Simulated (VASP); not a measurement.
Write the native input for VASP 6.6.1 that does the following.

```
Task                   : single point
Functional             : r2SCAN
Potentials or basis    : VASP PAW PBE potentials, release 64 (Ir)
Cutoff                 : 520 eV
k mesh                 : 8 × 8 × 8
Occupations            : gaussian, width 0.1 eV
Spin                   : no spin polarisation
Dipole correction      : no
Further INCAR settings : ALGO = Normal; EDIFF = 1e-06; NBANDS = 10
```

The system is Ir.

```
CELL_PARAMETERS angstrom
-1.54451 1.54451 1.54451
1.54451 -1.54451 1.54451
1.54451 1.54451 -1.54451
ATOMIC_POSITIONS crystal
Ir 0.00000 0.00000 0.00000
```

The input as run:

POSCAR

```
Ir
1.0
   -1.5445120434      1.5445120434      1.5445120434
    1.5445120434     -1.5445120434      1.5445120434
    1.5445120434      1.5445120434     -1.5445120434
Ir
1
Direct
    0.0000000000      0.0000000000      0.0000000000
```

INCAR.step1

```
PREC = Accurate
ENCUT = 520
ISMEAR = 0
SIGMA = 0.1
LREAL = F
LASPH = T
NELM = 60
NBANDS = 10
GGA = PE
ALGO = Normal
EDIFF = 1E-4
LWAVE = T
LCHARG = F
```

INCAR.step2

```
PREC = Accurate
ENCUT = 520
EDIFF = 1E-6
ISMEAR = 0
SIGMA = 0.1
LREAL = F
LASPH = T
NELM = 60
ALGO = Normal
ISIF = 2
LWAVE = F
LCHARG = F
METAGGA = R2SCAN
LMIXTAU = T
NBANDS = 10
ISTART = 1
```

KPOINTS

```
regular mesh
0
Gamma
  8 8 8
```

Potentials or basis: VASP PAW PBE potentials, release 64 (Ir).

Run with:

```sh
$ cat potpaw_PBE.64/Ir/POTCAR > POTCAR
$ cp INCAR.step1 INCAR
$ mpirun -np 1 vasp_std > vasp.out
$ cp INCAR.step2 INCAR
$ mpirun -np 1 vasp_std > vasp.out
```

Results of the run:

```
Pressure : 2.2 GPa
```

Caveat: the PAW data sets were made with another functional, which shifts forces and pressure a little.

Wall time 31 s on 1 thread of AMD EPYC 7R13 (shared host), peak memory 0.1 GiB.
